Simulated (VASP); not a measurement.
Write the native input for VASP 6.6.1 that does the following.

```yaml
Task: single point
Functional: PBE
Potentials_or_basis: VASP PAW PBE potentials, release 64 (Mg, Cd, Se)
Cutoff: 600 eV
k_mesh: 2 × 2 × 2
Occupations: gaussian, width 0.15 eV
Spin: no spin polarisation
Dipole_correction: no
Further_INCAR_settings: ALGO = Normal; EDIFF = 1e-06; NBANDS = 41
```

The structure of MgCd3Se4 lies in POSCAR:

```
MgCd3Se4
1.0
    6.3689207889      0.0000000000      0.0000000000
    0.0000000000      6.3689207889      0.0000000000
    0.0000000000      0.0000000000      6.3689207889
Mg Cd Se
1 3 4
Direct
    0.0000000000      0.0000000000      0.0000000000
    0.0000000000      0.0000000000      0.5000000000
    0.0000000000      0.5000000000      0.0000000000
    0.5000000000      0.0000000000      0.0000000000
    0.2380539830      0.2380539830      0.2380539830
    0.2380539830      0.7619460170      0.7619460170
    0.7619460170      0.2380539830      0.7619460170
    0.7619460170      0.7619460170      0.2380539830
```

The cell was built from a structure type or drawn by symmetry, and may not be a known phase.

One way to write it, as run:

INCAR

```
SYSTEM = MgCd3Se4
PREC = Accurate ; ENCUT = 600
EDIFF = 1E-6 ; ISMEAR = 0
SIGMA = 0.15 ; LREAL = .FALSE.
LASPH = .TRUE. ; NELM = 120
ALGO = Normal ; ISIF = 2
LWAVE = .FALSE. ; LCHARG = .FALSE.
GGA = PE ; NBANDS = 41
GGA_COMPAT = .FALSE.
```

KPOINTS

```
regular mesh
0
G
  2 2 2
  0 0 0
```

Potentials or basis: VASP PAW PBE potentials, release 64 (Mg, Cd, Se).

The run is started by

```console
$ cat potpaw_PBE.64/Mg/POTCAR potpaw_PBE.64/Cd/POTCAR potpaw_PBE.64/Se/POTCAR > POTCAR
$ mpirun -np 1 vasp_std > vasp.out
```

Results of the run:

```
Pressure               : 0.1 GPa
Largest force          : 0.049 eV/Å
Band gap on the k mesh : 1.06 eV
```

Caveat: the k points lie up to 0.49 Å⁻¹ apart.

Run time: 40 s on 1 thread of Intel(R) Xeon(R) 6975P-C (Granite Rapids) (shared host), peak memory 0.43 GiB.
